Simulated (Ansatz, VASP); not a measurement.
**PbF2 in VASP and in Ansatz**

```
CELL_PARAMETERS angstrom
6.57835 0.00000 0.00000
0.00000 3.95021 0.00000
0.00000 0.00000 7.83070
ATOMIC_POSITIONS crystal
Pb 0.25771 0.25000 0.90356
Pb 0.74229 0.75000 0.09644
Pb 0.75771 0.25000 0.59644
Pb 0.24229 0.75000 0.40356
F 0.48401 0.25000 0.14632
F 0.51599 0.75000 0.85368
F 0.98401 0.25000 0.35368
F 0.01599 0.75000 0.64632
F 0.64142 0.75000 0.42848
F 0.35858 0.25000 0.57152
F 0.14142 0.75000 0.07152
F 0.85858 0.25000 0.92848
```

Alike in both runs: functional PBE; k mesh 4 × 6 × 4; occupations gaussian, width 0.02 eV; no spin polarisation.

Ansatz relaxed the structure, and its values are those at the end. VASP's run is a single point on that final structure, the one shown.

|  | VASP | Ansatz |
| --- | --- | --- |
| version | VASP 6.6.1 | Ansatz 0.2.0 |
| potentials or method | VASP PAW PBE potentials, release 64 (Pb_d, F), cutoff 520 eV | scalar-relativistic, plane waves, PAW |
| valence electrons in the cell | 112 | 112 |

```csv
,VASP,Ansatz,Ansatz less VASP
gap on the k mesh at the Fermi level (eV),4.42,4.43,+0.003
least direct gap on the mesh (eV),4.59,4.59,+0.003
pressure (GPa),-0.2,0.0,+0.20
rms of the force components (eV/Å),0.008,0.002,-0.0066
```

Neither program's run includes spin-orbit coupling.
